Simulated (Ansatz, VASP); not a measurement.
**Two plane-wave programs on ZnS**

The input POSCAR:

```
ZnS
1.0
    3.8057964671      0.0000000000      0.0000000000
   -1.9028982335      3.2959164221      0.0000000000
    0.0000000000      0.0000000000      6.2379816300
Zn S
2 2
Direct
    0.3333333300      0.6666666700      0.0001396800
    0.6666666700      0.3333333300      0.5001396800
    0.3333333300      0.6666666700      0.3748603200
    0.6666666700      0.3333333300      0.8748603200
```

The input INCAR.step1:

```
SYSTEM = ZnS
PREC     = Accurate       ! precision mode
ENCUT    = 600            ! plane-wave cutoff, eV
ISMEAR   = 0              ! smearing method
SIGMA    = 0.02           ! smearing width, eV
LREAL    = .False.        ! projectors in reciprocal space
LASPH    = .True.         ! aspherical terms in the spheres
NELM     = 60             ! most SCF steps
GGA      = PE             ! functional
ALGO     = Normal         ! electronic algorithm
EDIFF    = 1E-4           ! SCF threshold, eV
LWAVE    = .True.         ! write WAVECAR
LCHARG   = .False.        ! write CHGCAR
```

File INCAR.step2:

```
SYSTEM = ZnS
PREC     = Accurate       ! precision mode
ENCUT    = 600            ! plane-wave cutoff, eV
EDIFF    = 1E-7           ! SCF threshold, eV
ISMEAR   = 0              ! smearing method
SIGMA    = 0.02           ! smearing width, eV
LREAL    = .False.        ! projectors in reciprocal space
LASPH    = .True.         ! aspherical terms in the spheres
NELM     = 60             ! most SCF steps
ALGO     = Normal         ! electronic algorithm
ISIF     = 3              ! what is computed and relaxed
LWAVE    = .False.        ! write WAVECAR
LCHARG   = .False.        ! write CHGCAR
METAGGA  = R2SCAN         ! meta-GGA
LMIXTAU  = .True.       
IBRION   = 2              ! ionic algorithm
NSW      = 100            ! ionic steps
EDIFFG   = -0.005         ! ionic threshold
ISTART   = 1
```

Contents of KPOINTS:

```
regular mesh
0
Gamma
  6 6 4
  0 0 0
```

Input for Ansatz:

```yaml
crystal:
  lattice:
    - [3.8057964671, 0.0, 0.0]
    - [-1.9028982335, 3.2959164221, 0.0]
    - [0.0, 0.0, 6.23798163]
  atoms:
    - { symbol: Zn, position: [0.33333333, 0.66666667, 0.00013968] }
    - { symbol: Zn, position: [0.66666667, 0.33333333, 0.50013968] }
    - { symbol: S, position: [0.33333333, 0.66666667, 0.37486032] }
    - { symbol: S, position: [0.66666667, 0.33333333, 0.87486032] }
basis:
  ecutwfc: 500
kpoints:
  mp_grid: { grid: [6, 6, 4] }
hamiltonian:
  xc: r2scan
scf:
  occupations: { method: gaussian, width: 0.02 }
output:
  forces: true
  stress: true
  eigenvalues: true
  write_density: true
  write_potential: true
  elf: true
  volumetric_format: npy
relax:
  adjacent_minimum: "off"
  f_tol: 0.005
  max_steps: 80
  cell: { stress_tol: 0.05 }
```

Alike in both runs: task relaxation of cell and atoms; functional r2SCAN; k mesh 6 × 6 × 4; occupations gaussian, width 0.02 eV; no spin polarisation.

```csv
,VASP,Ansatz
version,VASP 6.6.1,Ansatz 0.2.0
potentials or method,"VASP PAW PBE potentials, release 64 (Zn, S), cutoff 600 eV","scalar-relativistic, plane waves, PAW"
valence electrons in the cell,36,36
```

```csv
,VASP,Ansatz,Ansatz less VASP
"gap on the k mesh at the Fermi level, each at its own relaxed structure (eV)",2.79,2.78,-0.009
relaxed volume (Å³/atom),19.60,19.59,-0.008
relaxed cell length with the largest relative difference (Å),3.808,3.807,-0.0012
```

VASP's potentials were made for PBE, not for r2SCAN.
